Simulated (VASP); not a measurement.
# Zr (P6_3/mmc) in VASP: notebook, part 2 of 2

VASP 6.6.1. Earlier steps stand in the parts before.

**3. Relaxation of cell and atoms, PBE**

INCAR reads:

```
PREC = Accurate
ENCUT = 600
EDIFF = 1E-7
ISMEAR = 0
SIGMA = 0.1
LREAL = F
LASPH = T
NELM = 80
ALGO = Fast
ISIF = 3
LWAVE = F
LCHARG = F
GGA = PE
IBRION = 2
NSW = 80
EDIFFG = -0.01
```

KPOINTS reads:

```
Automatic mesh
0
Gamma
  15 15 8
```

POSCAR reads:

```
Zr
1.0
    3.2221213311      0.0000000000      0.0000000000
   -1.6110606655      2.7904389269      0.0000000000
    0.0000000000      0.0000000000      5.1950311163
Zr
2
Direct
    0.3333333333      0.6666666667      0.2500000000
    0.6666666667      0.3333333333      0.7500000000
```

Potentials or basis: VASP PAW PBE potentials, release 64 (Zr_sv).

Started as:

```sh
$ cat potpaw_PBE.64/Zr_sv/POTCAR > POTCAR
$ mpirun -np 1 vasp_std > vasp.out
```

OUTCAR:

```text
PREC = Accurate
   ENCUT = 600
   EDIFF = 1E-7
   ISMEAR = 0
   LREAL = F
   LASPH = T
   NELM = 80
   ISIF = 3
   GGA = PE
   IBRION = 2
   NSW = 80
   EDIFFG = -0.01

 ion  position               nearest neighbor table
   1  0.333  0.667  0.250-   2 3.19   2 3.19   2 3.19   2 3.19   2 3.19   2 3.19
   2  0.667  0.333  0.750-   1 3.19   1 3.19   1 3.19   1 3.19   1 3.19   1 3.19

  LATTYP: Found a hexagonal cell.
 ALAT       =     3.2221213311
 C/A-ratio  =     1.6123015189

  Lattice vectors:

 A1 = (   3.2221213311,   0.0000000000,   0.0000000000)
 A2 = (  -1.6110606655,   2.7904389269,   0.0000000000)
 A3 = (   0.0000000000,   0.0000000000,   5.1950311163)

Analysis of symmetry for initial positions (statically):
=====================================================================
 Subroutine PRICEL returns:
 Original cell was already a primitive cell.

 Routine SETGRP: Setting up the symmetry group for a
 hexagonal supercell.

 Subroutine GETGRP returns: Found 24 space group operations
 (whereof 12 operations were pure point group operations)
 out of a pool of 24 trial point group operations.

The static configuration has the point symmetry D_3d.
 The point group associated with its full space group is D_6h.

Analysis of symmetry for dynamics (positions and initial velocities):
=====================================================================
 Subroutine PRICEL returns:
 Original cell was already a primitive cell.

 Routine SETGRP: Setting up the symmetry group for a
 hexagonal supercell.

 Subroutine GETGRP returns: Found 24 space group operations
 (whereof 12 operations were pure point group operations)
 out of a pool of 24 trial point group operations.

The dynamic configuration has the point symmetry D_3d.
 The point group associated with its full space group is D_6h.

 Subroutine INISYM returns: Found 24 space group operations
 (whereof 12 operations are pure point group operations),
 and found     1 'primitive' translations

----------------------------------------------------------------------------------------

                                     Primitive cell

  volume of cell :      46.7092

  direct lattice vectors                    reciprocal lattice vectors
     3.222121331  0.000000000  0.000000000     0.310354545  0.179183280  0.000000000
    -1.611060665  2.790438927  0.000000000     0.000000000  0.358366560  0.000000000
     0.000000000  0.000000000  5.195031116     0.000000000  0.000000000  0.192491629

  length of vectors
     3.222121331  3.222121331  5.195031116     0.358366560  0.358366560  0.192491629

  position of ions in fractional coordinates (direct lattice)
     0.333333333  0.666666667  0.250000000
     0.666666667  0.333333333  0.750000000

  ion indices of the primitive-cell ions
   primitive index   ion index
                 1           1
                 2           2

----------------------------------------------------------------------------------------
[... 50 lines left out ...]
  0.400000  0.200000  0.000000      6.000000
 [... further k-points ...]
   k-points           NKPTS =    135   k-points in BZ     NKDIM =    135   number of bands    NBANDS=     16
   number of dos      NEDOS =    301   number of ions     NIONS =      2
   total plane-waves  NPLWV =  32928
   dimension x,y,z NGX =    28 NGY =   28 NGZ =   42
   dimension x,y,z NGXF=    56 NGYF=   56 NGZF=   84
   ions per type =               2
   NGX,Y,Z   is equivalent  to a cutoff of  14.45, 14.45, 13.44 a.u.
   NGXF,Y,Z  is equivalent  to a cutoff of  28.89, 28.89, 26.88 a.u.
 SYSTEM =  unknown system
   PREC   = accura    normal or accurate (medium, high low for compatibility)
   ISTART =      0    job   : 0-new  1-cont  2-samecut
   ICHARG =      2    charge: 1-file 2-atom 10-const
   ISPIN  =      1    spin polarized calculation?
   LNONCOLLINEAR =      F non collinear calculations
   LSORBIT =      F    spin-orbit coupling
   LASPH  =      T    aspherical Exc in radial PAW
   ENCUT  =  600.0 eV  44.10 Ry    6.64 a.u.   6.44  6.44 10.38*2*pi/ulx,y,z
   NELM   =     80;   NELMIN=  2; NELMDL= -5     # of ELM steps
   EDIFF  = 0.1E-06   stopping-criterion for ELM
   LREAL  =      F    real-space projection
   EDIFFG = -.1E-01   stopping-criterion for IOM
   NSW    =     80    number of steps for IOM
   IBRION =      2    ionic relax: 0-MD 1-quasi-New 2-CG
   NFREE  =      1    steps in history (QN), initial steepest desc. (CG)
   ISIF   =      3    stress and relaxation
   ISYM   =      2    0-nonsym 1-usesym 2-fastsym
   POTIM  = 0.5000    time-step for ionic-motion
   TEBEG  =    0.0;   TEEND  =   0.0 temperature during run
   PSTRESS=    0.0 pullay stress
   NELECT =      24.0000    total number of electrons
   NUPDOWN=      -1.0000    fix difference up-down
   EMIN   =  10.00;   EMAX   =-10.00  energy-range for DOS
   EFERMI =   0.00;   METHOD = LEGACY
   ISMEAR =     0;   SIGMA  =   0.10  broadening in eV -4-tet -1-fermi 0-gaus
   EFERMI_NEDOS =   21; number of points for ismear=-14 and -15
   IALGO  =     68    algorithm
   IMIX   =      4    mixing-type and parameters
     AMIX     =   0.40;   BMIX     =  1.00
     AMIX_MAG =   1.60;   BMIX_MAG =  1.00
  volume/ion in A,a.u.               =      23.35       157.60
  Fermi-wavevector in a.u.,A,eV,Ry     =   1.311227  2.477859 23.392700  1.719315
  Thomas-Fermi vector in A             =   2.441703
   LORBIT       =      0    0 simple, 1 ext, 2 COOP (PROOUT), +10 PAW based schemes
   GGA     = PE    functional components
   LHFCALC =     F    Hartree Fock is set to
   AEXX    =    0.0000 exact exchange contribution
   IVDW    =     0    specifies the selected vdW correction
   LEPSILON=     F    determine dielectric tensor
   LRPA    =     F    only Hartree local field effects (RPA)
 conjugate gradient relaxation of ions
 non-spin polarized calculation
 RMM-DIIS sequential band-by-band and
 Gauss-broadening in eV      SIGMA  =   0.10
  energy-cutoff  :      600.00
  volume of cell :       46.71
 maximum number of plane-waves:      1581
 NGX is ok and might be reduce to    28
   NGX = 13   NGY = 13   NGZ = 21

--------------------------------------- Ionic step        1  -------------------------------------------

 number of electron      24.0000000 magnetization

 Free energy of the ion-electron system (eV)
  ---------------------------------------------------
  ext. energy  EPLUGINS =         0.00000000
  ---------------------------------------------------
  free energy    TOTEN  =       -17.04552621 eV

  energy without entropy =      -17.03546811  energy(sigma->0) =      -17.04049716

------------------------ aborting loop because EDIFF is reached ----------------------------------------

  FORCE on cell =-STRESS in cart. coord.  units (eV):
  Direction    XX          YY          ZZ          XY          YZ          ZX
  --------------------------------------------------------------------------------------
  -------------------------------------------------------------------------------------
  Total        0.0970980      0.0970980     -0.1101809      0.0000000     -0.0000000      0.0000000
  in kB        3.3305693      3.3305693     -3.7793243      0.0000000     -0.0000000      0.0000000
  external PRESSURE =       0.9606047 kB  Pullay stress =       0.0000000 kB
[... 131 lines left out ...]
--------------------------------------- Ionic step        5  -------------------------------------------

 number of electron      24.0000000 magnetization

 Free energy of the ion-electron system (eV)
  ---------------------------------------------------
  ext. energy  EPLUGINS =         0.00000000
  ---------------------------------------------------
  free energy    TOTEN  =       -17.04608163 eV

  energy without entropy =      -17.03616146  energy(sigma->0) =      -17.04112155

 E-fermi :   8.9635     XC(G=0): -11.0616

 val. band max:        8.9607104691   @ k =   0.1333   0.0000   0.1250
 cond. band min:       8.9656726011   @ k =   0.2667   0.2000   0.5000
 fundamental gap:      0.0049621319
 Fermi energy:         8.9635445028

 k-point     1 :       0.0000    0.0000    0.0000
  band No.  band energies     occupation
      1     -39.9020      2.00000
      2     -39.7531      2.00000
      3     -18.4141      2.00000
      4     -17.5544      2.00000
      5     -17.5544      2.00000
      6     -17.4316      2.00000
[... 433 lines left out ...]
      3     -18.1737      2.00000
      4     -18.0123      2.00000
      5     -17.9225      2.00000
      6     -17.8876      2.00000
[... 8 lines left out ...]
     15      10.5386      0.00000
     16      13.1198      0.00000

 [... further k-points ...]

------------------------ aborting loop because EDIFF is reached ----------------------------------------

  FORCE on cell =-STRESS in cart. coord.  units (eV):
  Direction    XX          YY          ZZ          XY          YZ          ZX
  --------------------------------------------------------------------------------------
  -------------------------------------------------------------------------------------
  Total        0.0052148      0.0052148      0.0017453      0.0000000      0.0000000     -0.0000000
  in kB        0.1786265      0.1786265      0.0597843      0.0000000      0.0000000     -0.0000000
  external PRESSURE =       0.1390124 kB  Pullay stress =       0.0000000 kB
[... 17 lines left out ...]
  FREE ENERGIE OF THE ION-ELECTRON SYSTEM (eV)
  ---------------------------------------------------
  free  energy   TOTEN  =       -17.0460816329 eV

  energy  without entropy=      -17.0361614584  energy(sigma->0) =      -17.04112155

 reached required accuracy - stopping structural energy minimisation
```

OSZICAR:

```text
N       E                     dE             d eps       ncg     rms          rms(c)
DAV:   1     0.235705148266E+03    0.23571E+03   -0.14620E+04  4328   0.165E+03
DAV:   2    -0.241448130084E+01   -0.23812E+03   -0.23584E+03  5448   0.436E+02
DAV:   3    -0.174203422818E+02   -0.15006E+02   -0.14841E+02  8096   0.837E+01
DAV:   4    -0.177496223059E+02   -0.32928E+00   -0.32923E+00  4816   0.130E+01
[... 68 lines left out ...]
RMM:   5    -0.170460817479E+02   -0.18674E-05   -0.28894E-05  5579   0.351E-02    0.982E-03
RMM:   6    -0.170460830718E+02   -0.13239E-05   -0.10264E-05  6116   0.171E-02    0.131E-02
RMM:   7    -0.170460815642E+02    0.15076E-05   -0.35979E-06  5262   0.162E-02    0.356E-03
RMM:   8    -0.170460815981E+02   -0.33928E-07   -0.14123E-06  4806   0.715E-03    0.366E-03
RMM:   9    -0.170460816329E+02   -0.34795E-07   -0.36455E-07  3794   0.327E-03
   5 F= -.17046082E+02 E0= -.17041122E+02  d E =-.303250E-04
```

It took 4.3 min on 1 thread of Intel Xeon 6975P-C (Granite Rapids), shared host; peak memory 0.26 GiB.

Results:

```yaml
Free_energy: -17.0461 eV
Relaxed_volume: 23.39 Å³/atom
Relaxed_cell: a = 3.232 Å, b = 3.232 Å, c = 5.171 Å, α = 90.00°, β = 90.00°, γ = 120.00°
Space_group_after_relaxing_to_0.1_Å: P6_3/mmc (No. 194)
Energy_gained_by_relaxing: 0.3 meV/atom
Ionic_steps: 5
Pressure_after_relaxing: 0.0 GPa
Band_gap_on_the_k_mesh: zero (bands 12 and 13 overlap by 1.18 eV)
```

Step by step:
```tsv
step	energy change (eV)	largest force (eV/Å)	pressure (GPa)	volume (Å³)
1	0.0000	0.0000	0.10	46.71
2	-0.0005	0.0000	-0.06	46.80
3	-0.0005	0.0000	-0.11	46.84
4	-0.0005	0.0000	0.09	46.74
5	-0.0006	0.0000	0.01	46.77
```

Final structure:
```
CELL_PARAMETERS angstrom
3.23180 0.00000 0.00000
-1.61590 2.79882 0.00000
0.00000 0.00000 5.17106
ATOMIC_POSITIONS crystal
Zr 0.33333 0.66667 0.25000
Zr 0.66667 0.33333 0.75000
```
